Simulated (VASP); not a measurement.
# CdSiN2: single point with PBE

The system is CdSiN2.

```
Cd N Si
1.0
     3.03399    0.00000    0.00000
     0.00000    3.03399    0.00000
     0.00000    0.00000    5.11023
Cd N Si
1 2 1
Direct
  0.00000 0.00000 0.00000
  0.00000 0.50000 0.31974
  0.50000 0.00000 0.68026
  0.50000 0.50000 0.50000
```

* Program: VASP 6.6.1
* Task: single point
* Functional: PBE
* Potentials or basis: VASP PAW PBE potentials, release 64 (Cd, N, Si)
* Cutoff: 520 eV
* k mesh: 6 × 6 × 4
* Occupations: gaussian, width 0.01 eV
* Spin: no spin polarisation
* Dipole correction: no
* Further INCAR settings: ALGO = Normal; EDIFF = 1e-07; NBANDS = 21

- Pressure: 5.3 GPa
- Largest force: 0.024 eV/Å
- Band gap on the k mesh: 1.18 eV, indirect (least direct gap 1.22 eV)

Forces in eV/Å, atoms in the order of the input:
```
Cd   0.000  0.000  0.000
N    0.000  0.000  0.024
N    0.000  0.000 -0.024
Si   0.000  0.000  0.000
```

Levels at points of the mesh, in eV from the valence-band top:
```
           k point  band 10  band 11  band 12  band 13  band 14  band 15  band 16  band 17
(0.00, 0.00, 0.00)    -3.96    -2.51    -0.04    -0.04     1.18     4.35     6.29    10.76
(0.50, 0.00, 0.00)    -3.28    -3.21    -3.09    -0.10     4.10     5.29     5.40     9.40
(0.50, 0.50, 0.00)    -3.77    -2.50    -2.50    -1.67     2.89     2.89     6.61     7.26
(0.00, 0.00, 0.50)    -3.61    -3.61    -0.47    -0.47     3.67     4.06     4.22     8.20
(0.50, 0.00, 0.50)    -3.23    -1.88    -1.40     0.00     3.22     3.98     6.18     9.00
(0.50, 0.50, 0.50)    -4.23    -3.41    -3.41    -1.83     5.55     5.55     7.51     7.51
```

Run time: 55 s on 1 thread of AMD EPYC 7R13, on a shared host, peak memory 0.14 GiB.

A k mesh can miss the band edges. PBE gaps usually lie below the measured ones, often by a third to a half.
